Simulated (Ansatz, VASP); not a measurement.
**Two plane-wave programs on Si3Br2**

```
Si Br
1.0
     8.42417    0.00000    0.00000
     0.00000    8.42417    0.00000
     0.00000    0.00000    3.40352
Si Br
6 4
Direct
  0.00000 0.00000 0.00000
  0.50000 0.50000 0.00000
  0.21239 0.71239 0.50000
  0.28761 0.21239 0.50000
  0.78761 0.28761 0.50000
  0.71239 0.78761 0.50000
  0.37060 0.87060 0.00000
  0.12940 0.37060 0.00000
  0.62940 0.12940 0.00000
  0.87060 0.62940 0.00000
```

Alike in both runs: task relaxation of cell and atoms; functional PBE; k mesh 2 × 2 × 6; occupations gaussian, width 0.1 eV; no spin polarisation.

|  | VASP | Ansatz |
| --- | --- | --- |
| version | VASP 6.6.1 | Ansatz 0.2.0 |
| potentials or method | VASP PAW PBE potentials, release 64 (Si, Br), cutoff 600 eV | scalar-relativistic, plane waves, PAW |
| valence electrons in the cell | 52 | 52 |

|  | VASP | Ansatz | Ansatz less VASP |
| --- | --- | --- | --- |
| gap on the k mesh at the Fermi level, each at its own relaxed structure (eV) | none | none | - |
| relaxed volume (Å³/atom) | 24.35 | 24.36 | +0.011 |
| relaxed length of the cell vector where the two differ most in proportion (Å) | 3.157 | 3.162 | +0.0045 |

A gap of «none» marks a metal or a gap that the smearing closes.

The k mesh is coarse, so the values compare programs but aren't converged.
